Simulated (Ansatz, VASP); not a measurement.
## Ca2C: VASP beside Ansatz

INCAR

```
SYSTEM = Ca2C
PREC = Accurate
ENCUT = 520
EDIFF = 1E-6
ISMEAR = 0
SIGMA = 0.01
LREAL = .FALSE.
LASPH = .TRUE.
NELM = 60
ALGO = Normal
ISIF = 2
LWAVE = .FALSE.
LCHARG = .FALSE.
GGA = PE
NBANDS = 19
```

The input KPOINTS:

```
regular mesh
0
G
  8 8 8
  0 0 0
```

Contents of POSCAR:

```
Ca2C
1.0
    0.0000000000      3.1285803843      3.1285803843
    3.1285803843      0.0000000000      3.1285803843
    3.1285803843      3.1285803843      0.0000000000
C Ca
1 2
Direct
    0.0000000000      0.0000000000      0.0000000000
    0.2500000000      0.2500000000      0.2500000000
    0.7500000000      0.7500000000      0.7500000000
```

Input for Ansatz:

```yaml
crystal:
  lattice:
    - [0.0, 3.1285803843, 3.1285803843]
    - [3.1285803843, 0.0, 3.1285803843]
    - [3.1285803843, 3.1285803843, 0.0]
  atoms:
    - { symbol: C, position: [0.0, 0.0, 0.0] }
    - { symbol: Ca, position: [0.25, 0.25, 0.25] }
    - { symbol: Ca, position: [0.75, 0.75, 0.75] }
kpoints:
  mp_grid: { grid: [8, 8, 8] }
  band_path:
    path:
      - [0.0, 0.0, 0.0]
      - [0.5, 0.0, 0.5]
      - [0.625, 0.25, 0.625]
      - [0.375, 0.375, 0.75]
      - [0.5, 0.5, 0.5]
      - [0.5, 0.25, 0.75]
      - [0.0, 0.5, 0.5]
    npoints: 1
hamiltonian:
  xc: pbe
scf:
  occupations: { method: fixed }
  n_extra_bands: 4
output:
  forces: true
  stress: true
  eigenvalues: true
```

Alike in both runs: task single point; functional PBE; k mesh 8 × 8 × 8; no spin polarisation.

|  | VASP | Ansatz |
| --- | --- | --- |
| version | VASP 6.6.1 | Ansatz 0.2.0 |
| potentials or method | VASP PAW PBE potentials, release 64 (C, Ca_sv) | plane waves, PAW |
| plane-wave cutoff (eV) | 520 | 420 |
| occupations | gaussian, width 0.01 eV | fixed |
| valence electrons in the cell | 24 | 24 |

```csv
,VASP,Ansatz,Ansatz less VASP
gap on the k mesh at the Fermi level (eV),0.20,0.21,+0.006
pressure (GPa),0.9,0.7,-0.21
```
